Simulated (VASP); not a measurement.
RhCl2:

```
CELL_PARAMETERS angstrom
5.68997 0.00000 0.00000
0.00000 5.68997 0.00000
0.00000 0.00000 3.72837
ATOMIC_POSITIONS crystal
Rh 0.00000 0.00000 0.00000
Rh 0.50000 0.50000 0.50000
Cl 0.30262 0.30262 0.00000
Cl 0.69738 0.69738 0.00000
Cl 0.19738 0.80262 0.50000
Cl 0.80262 0.19738 0.50000
```

Program: VASP 6.6.1. Alike in all runs: task single point; no spin polarisation; cell as given; k mesh 4 × 4 × 6; cutoff (eV) 520; smearing fermi-dirac 0.1 eV.

Question: Order these runs on this cell by their pressure, lowest first.
A. level revPBE; potentials or basis VASP PAW PBE potentials, release 64 (Rh_pv, Cl)
B. level LDA; potentials or basis VASP PAW LDA potentials, release 64 (Rh_pv, Cl)
C. level BLYP; potentials or basis VASP PAW PBE potentials, release 64 (Rh_pv, Cl)
D. level PBEsol; potentials or basis VASP PAW PBE potentials, release 64 (Rh_pv, Cl)
E. level PBE; potentials or basis VASP PAW PBE potentials, release 64 (Rh_pv, Cl)

Answer: B (-8.1 GPa), D (-5.4 GPa), E (-0.7 GPa), A (1.5 GPa), C (4.7 GPa).

Caveats: the PAW data sets were made with another functional, which shifts forces and pressure a little (some runs).
